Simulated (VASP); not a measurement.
TiAl3, 4 atoms in the cell. The structure is orthorhombic, space group Pmm2 (No. 25). The conventional cell has a = 2.877 Å, b = 4.743 Å, c = 4.965 Å, α = 90.00°, β = 90.00°, γ = 90.00°. Within 3.8 Å of Ti (site symmetry mm2) lie 10 Al at 2.86 to 2.89 Å and 2 Ti at 2.88 Å. Within 3.8 Å of Al (site symmetry mm2) lie 10 Al at 2.85 to 2.90 Å and 2 Ti at 2.88 Å. Within 3.8 Å of Al (site symmetry mm2) lie 8 Al at 2.85 to 2.90 Å and 4 Ti at 2.89 Å. Within 3.8 Å of Al (site symmetry mm2) lie 4 Ti at 2.86 to 2.88 Å and 8 Al at 2.88 to 2.90 Å. 

| Property | Result |
| --- | --- |
| Program | VASP 6.6.1 |
| Task | single point |
| Functional | r2SCAN |
| Potentials or basis | VASP PAW PBE potentials, release 64 (Ti_sv, Al) |
| Cutoff | 520 eV |
| k mesh | 9 × 6 × 6 |
| Occupations | fermi-dirac, width 0.05 eV |
| Spin | no spin polarisation |
| Dipole correction | no |
| Further INCAR settings | ALGO = Normal; EDIFF = 1e-07; NBANDS = 18 |

Potentials or basis: VASP PAW PBE potentials, release 64 (Ti_sv, Al).

Command:

```sh
$ cat potpaw_PBE.64/Ti_sv/POTCAR potpaw_PBE.64/Al/POTCAR > POTCAR
$ cp INCAR.step1 INCAR
$ mpirun -np 1 vasp_std > vasp.out
$ cp INCAR.step2 INCAR
$ mpirun -np 1 vasp_std > vasp.out
```

Hardware: 1 thread of Intel Xeon 6975P-C, with other jobs on the host.

Q: Estimate the wall time of this run.

A: Wall time 4.3 min on 1 thread of Intel Xeon 6975P-C, with other jobs on the host, peak memory 0.25 GiB. Counts: k points 80.
